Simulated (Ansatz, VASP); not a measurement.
## One calculation of Mo3As, two programs

```
Mo As
1.0
     3.04251    0.00000    0.00000
    -1.52126    2.63489    0.00000
     0.00000    0.00000    8.82098
Mo As
3 1
Direct
  0.66667 0.33333 0.77641
  0.66667 0.33333 0.22359
  0.33333 0.66667 0.00000
  0.66667 0.33333 0.50000
```

Alike in both runs: functional PBE; k mesh 6 × 6 × 4; occupations gaussian, width 0.1 eV; no spin polarisation.

Ansatz relaxed the structure, and its values are those at the end. VASP's run is a single point on that final structure, the one shown.

```csv
,VASP,Ansatz
version,VASP 6.6.1,Ansatz 0.2.0
potentials or method,"VASP PAW PBE potentials, release 64 (Mo_sv, As), cutoff 520 eV","scalar-relativistic, plane waves, PAW"
valence electrons in the cell,47,57
```

Ansatz gave:

| Item | Value |
| --- | --- |
| gap on the k mesh at the Fermi level (eV) | none |
| pressure (GPa) | 0.0 |
| rms of the force components (eV/Å) | 0.001 |

Estimate VASP's values.

gap on the k mesh at the Fermi level (eV): none; pressure (GPa): 0.4; rms of the force components (eV/Å): 0.006.

A gap of «none» marks a metal or a gap that the smearing closes. VASP's potentials hold 47 valence electrons a cell and Ansatz's 57, so a difference there can come from the potentials and not from the codes.

The k mesh is coarse, so the values compare programs but aren't converged.
